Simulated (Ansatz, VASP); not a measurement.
One calculation of Al3N, two programs

```xyz
4
Lattice="0.0000 3.0739 3.0739 3.0739 0.0000 3.0739 3.0739 3.0739 0.0000" Properties=species:S:1:pos:R:3 pbc="T T T"
Al    1.5370    1.5370    1.5370
Al    4.6109    4.6109    4.6109
Al    0.0000    0.0000    0.0000
N     3.0739    3.0739    3.0739
```

Alike in both runs: functional PBE; k mesh 5 × 5 × 5; occupations gaussian, width 0.2 eV; no spin polarisation.

Ansatz relaxed the structure, and its values are those at the end. VASP's run is a single point on that final structure, the one shown.

|  | VASP | Ansatz |
| --- | --- | --- |
| version | VASP 6.6.1 | Ansatz 0.2.0 |
| potentials or method | VASP PAW PBE potentials, release 64 (Al, N), cutoff 600 eV | scalar-relativistic, plane waves, PAW |
| valence electrons in the cell | 14 | 14 |

|  | VASP | Ansatz | Ansatz less VASP |
| --- | --- | --- | --- |
| gap on the k mesh at the Fermi level (eV) | none | none | - |
| pressure (GPa) | -0.7 | -0.6 | +0.10 |

A gap of «none» marks a metal or a gap that the smearing closes.
